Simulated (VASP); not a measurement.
# AgCl (P2_1/m) in VASP: further runs, part 3 of 3

VASP 6.6.1. The steps go on from the part before.

**7. Single point, PBEsol**

Input file INCAR:

```
ALGO     = Normal         # electronic algorithm
EDIFF    = 1E-6           # SCF threshold, eV
ENCUT    = 520            # plane-wave cutoff, eV
GGA      = PS             # functional
ISIF     = 2              # what is computed and relaxed
ISMEAR   = 0              # smearing method
LASPH    = T              # aspherical terms in the spheres
LCHARG   = F              # write CHGCAR
LREAL    = F              # projectors in reciprocal space
LWAVE    = F              # write WAVECAR
NBANDS   = 26             # bands
NELM     = 100            # most SCF steps
PREC     = Accurate       # precision mode
SIGMA    = 0.01           # smearing width, eV
```

Input file KPOINTS:

```
k-points
0
Gamma
  8 8 6
```

Input file POSCAR:

```
AgCl
1.0
    3.5300000000      0.0000000000      0.0000000000
    0.0000000000      4.0110000000      0.0000000000
   -0.9725508841      0.0000000000      5.1520087129
Ag Cl
2 2
Direct
    0.1570000000      0.2500000000      0.2100000000
    0.8430000000      0.7500000000      0.7900000000
    0.3080000000      0.2500000000      0.7050000000
    0.6920000000      0.7500000000      0.2950000000
```

Potentials or basis: VASP PAW PBE potentials, release 64 (Ag, Cl).

Started as:

```sh
$ cat potpaw_PBE.64/Ag/POTCAR potpaw_PBE.64/Cl/POTCAR > POTCAR
$ mpirun -np 1 vasp_std > vasp.out
```

OUTCAR:

```text
EDIFF = 1E-6
   ENCUT = 520
   GGA = PS
   ISIF = 2
   ISMEAR = 0
   LASPH = T
   LREAL = F
   NELM = 100
   PREC = Accurate

 ion  position               nearest neighbor table
   1  0.157  0.250  0.210-   3 2.55   4 2.68   4 2.68   4 2.73   4 2.73   3 2.80   2 3.03   2 3.03

   2  0.843  0.750  0.790-   4 2.55   3 2.68   3 2.68   3 2.73   3 2.73   4 2.80   1 3.03   1 3.03

   3  0.308  0.250  0.705-   1 2.55   2 2.68   2 2.68   2 2.73   2 2.73   1 2.80
   4  0.692  0.750  0.295-   2 2.55   1 2.68   1 2.68   1 2.73   1 2.73   2 2.80

  LATTYP: Found a simple monoclinic cell.
 ALAT       =     3.5300000000
 B/A-ratio  =     1.1362606232
 C/A-ratio  =     1.4852691218
 COS(beta)  =    -0.1854951143

  Lattice vectors:

 A1 = (   3.5300000000,   0.0000000000,   0.0000000000)
 A2 = (   0.0000000000,   4.0110000000,   0.0000000000)
 A3 = (  -0.9725508841,   0.0000000000,   5.1520087129)

Analysis of symmetry for initial positions (statically):
=====================================================================
 Subroutine PRICEL returns:
 Original cell was already a primitive cell.

 Routine SETGRP: Setting up the symmetry group for a
 simple monoclinic supercell.

 Subroutine GETGRP returns: Found  4 space group operations
 (whereof  2 operations were pure point group operations)
 out of a pool of  4 trial point group operations.

The static configuration has the point symmetry S_2 .
 The point group associated with its full space group is C_2h.

Analysis of symmetry for dynamics (positions and initial velocities):
=====================================================================
 Subroutine PRICEL returns:
 Original cell was already a primitive cell.

 Routine SETGRP: Setting up the symmetry group for a
 simple monoclinic supercell.

 Subroutine GETGRP returns: Found  4 space group operations
[... 125 lines left out ...]
   IALGO  =     38    algorithm
   IMIX   =      4    mixing-type and parameters
     AMIX     =   0.40;   BMIX     =  1.00
     AMIX_MAG =   1.60;   BMIX_MAG =  1.00
  volume/ion in A,a.u.               =      18.24       123.07
  Fermi-wavevector in a.u.,A,eV,Ry     =   1.293722  2.444780 22.772302  1.673717
  Thomas-Fermi vector in A             =   2.425350
   LORBIT       =      0    0 simple, 1 ext, 2 COOP (PROOUT), +10 PAW based schemes
   GGA     = PS    functional components
   LHFCALC =     F    Hartree Fock is set to
   AEXX    =    0.0000 exact exchange contribution
   IVDW    =     0    specifies the selected vdW correction
   LEPSILON=     F    determine dielectric tensor
   LRPA    =     F    only Hartree local field effects (RPA)
 non-spin polarized calculation
 Gauss-broadening in eV      SIGMA  =   0.01
  energy-cutoff  :      520.00
  volume of cell :       72.95
 maximum number of plane-waves:      1984
 NGX is ok and might be reduce to    28
   NGX = 13   NGY = 15   NGZ = 19

 number of electron      35.9999993 magnetization

 Free energy of the ion-electron system (eV)
  ---------------------------------------------------
  ext. energy  EPLUGINS =         0.00000000
  ---------------------------------------------------
  free energy    TOTEN  =       -11.90842927 eV

  energy without entropy =      -11.90842927  energy(sigma->0) =      -11.90842927

 E-fermi :   5.5063     XC(G=0): -11.1008

 val. band max:        5.4656350585   @ k =   0.5000   0.0000   0.5000
 cond. band min:       6.0746852952   @ k =   0.0000   0.0000   0.0000
 fundamental gap:      0.6090502366
 Fermi energy:         5.5062728582

 k-point     1 :       0.0000    0.0000    0.0000
  band No.  band energies     occupation
      1     -10.3316      2.00000
      2      -9.4046      2.00000
      3       0.1028      2.00000
      4       1.1470      2.00000
      5       1.8172      2.00000
      6       2.0668      2.00000
[... 685 lines left out ...]
     25      15.5763      0.00000
     26      15.5763      0.00000

 [... further k-points ...]

------------------------ aborting loop because EDIFF is reached ----------------------------------------

  FORCE on cell =-STRESS in cart. coord.  units (eV):
  Direction    XX          YY          ZZ          XY          YZ          ZX
  --------------------------------------------------------------------------------------
  -------------------------------------------------------------------------------------
  Total        2.1443007      1.6617578      2.4656449      0.0000000      0.0000000      0.1072682
  in kB       47.0968983     36.4984440     54.1548256      0.0000000      0.0000000      2.3560117
  external PRESSURE =      45.9167226 kB  Pullay stress =       0.0000000 kB

 VOLUME and BASIS-vectors are now :
 -----------------------------------------------------------------------------
  energy-cutoff  :      520.00
  volume of cell :       72.95
      direct lattice vectors                 reciprocal lattice vectors
     3.530000000  0.000000000  0.000000000     0.283286119  0.000000000  0.053476262
     0.000000000  4.011000000  0.000000000     0.000000000  0.249314385  0.000000000
    -0.972550884  0.000000000  5.152008713     0.000000000  0.000000000  0.194099051

 POSITION                                       TOTAL-FORCE (eV/Angst)
 -----------------------------------------------------------------------------------
      0.34997      1.00275      1.08192         0.015305      0.000000     -0.534156
      2.20747      3.00825      4.07009        -0.015305     -0.000000      0.534156
      0.40159      1.00275      3.63217         0.015926     -0.000000      0.845475
      2.15586      3.00825      1.51984        -0.015926     -0.000000     -0.845475
 -----------------------------------------------------------------------------------
    total drift:                               -0.000000     -0.000000      0.000000

  FREE ENERGIE OF THE ION-ELECTRON SYSTEM (eV)
  ---------------------------------------------------
  free  energy   TOTEN  =       -11.9084292676 eV

  energy  without entropy=      -11.9084292676  energy(sigma->0) =      -11.90842927
```

Wall time 2.6 min (1 thread of Intel Xeon 8259CL, shared host); peak memory 0.33 GiB.

Results:

```
Free energy            : -11.9084 eV
Pressure               : 4.6 GPa
Largest force          : 0.846 eV/Å
Band gap on the k mesh : 0.61 eV (least direct gap 2.27 eV)
```

Forces on the atoms (eV/Å):
```
Ag   0.015  0.000 -0.534
Ag  -0.015  0.000  0.534
Cl   0.016  0.000  0.845
Cl  -0.016  0.000 -0.845
```

Stress tensor (GPa, compression positive):
```
4.71 0.00 0.24
0.00 3.65 0.00
0.24 0.00 5.42
```

Caveat: the cell stands under pressure; semilocal functionals underestimate gaps, and a narrow one can read as zero; the PAW data sets were made with another functional, which shifts forces and pressure a little.

**8. The runs side by side**

| k mesh | gap on the mesh (eV) | pressure (GPa) | largest force (eV/Å) |
| --- | --- | --- | --- |
| 2 × 2 × 2 | 0.56 | 6.7 | 0.66 |
| 4 × 4 × 2 | 0.61 | 4.6 | 0.83 |
| 4 × 4 × 4 | 0.61 | 4.6 | 0.84 |
| 6 × 6 × 4 | 0.61 | 4.6 | 0.85 |
| 8 × 6 × 6 | 0.61 | 4.6 | 0.85 |
| 8 × 8 × 6 | 0.61 | 4.6 | 0.85 |

Alike in all rows: task single point; level PBEsol; potentials or basis VASP PAW PBE potentials, release 64 (Ag, Cl); no spin polarisation; cell as given; cutoff (eV) 520; smearing gaussian 0.01 eV.

Caveats: some runs use coarse meshes; semilocal functionals underestimate gaps, and a narrow one can read as zero; the PAW data sets were made with another functional, which shifts forces and pressure a little; the cell stands under pressure (at least some runs).

Absolute energies hang on the potentials; compare differences alone.
